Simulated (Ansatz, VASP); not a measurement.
## One calculation of CsH, two programs

```
CELL_PARAMETERS angstrom
0.00000 3.18800 3.18800
3.18800 0.00000 3.18800
3.18800 3.18800 0.00000
ATOMIC_POSITIONS crystal
Cs 0.04901 0.04901 0.95099
H 0.50000 0.50000 0.50000
```

Change from the starting cell: all Cs atoms moved +0.312 Å, as atom 1 along Cartesian [0 0 1].

Alike in both runs: task single point; functional r2SCAN; k mesh 6 × 6 × 6; occupations gaussian, width 0.05 eV; no spin polarisation.

|  | VASP | Ansatz |
| --- | --- | --- |
| version | VASP 6.6.1 | Ansatz 0.2.0 |
| potentials or method | VASP PAW PBE potentials, release 64 (Cs_sv, H), cutoff 520 eV | scalar-relativistic, plane waves, PAW |
| valence electrons in the cell | 10 | 10 |

Ansatz gave:

```
gap on the k mesh at the Fermi level (eV)                     : 2.76
least direct gap on the mesh (eV)                             : 2.76
pressure (GPa)                                                : 0.2
traceless stress, the component that is largest in VASP (GPa) : 0.70
rms of the force components (eV/Å)                            : 0.133
```

Estimate VASP's values.

gap on the k mesh at the Fermi level (eV): 2.74; least direct gap on the mesh (eV): 2.74; pressure (GPa): 0.3; traceless stress, the component that is largest in VASP (GPa): 0.71; rms of the force components (eV/Å): 0.135.

VASP's potentials were made for PBE, not for r2SCAN. Atom by atom the forces differ by 0.002 eV/Å (rms over components).

Spin-orbit coupling is off throughout.
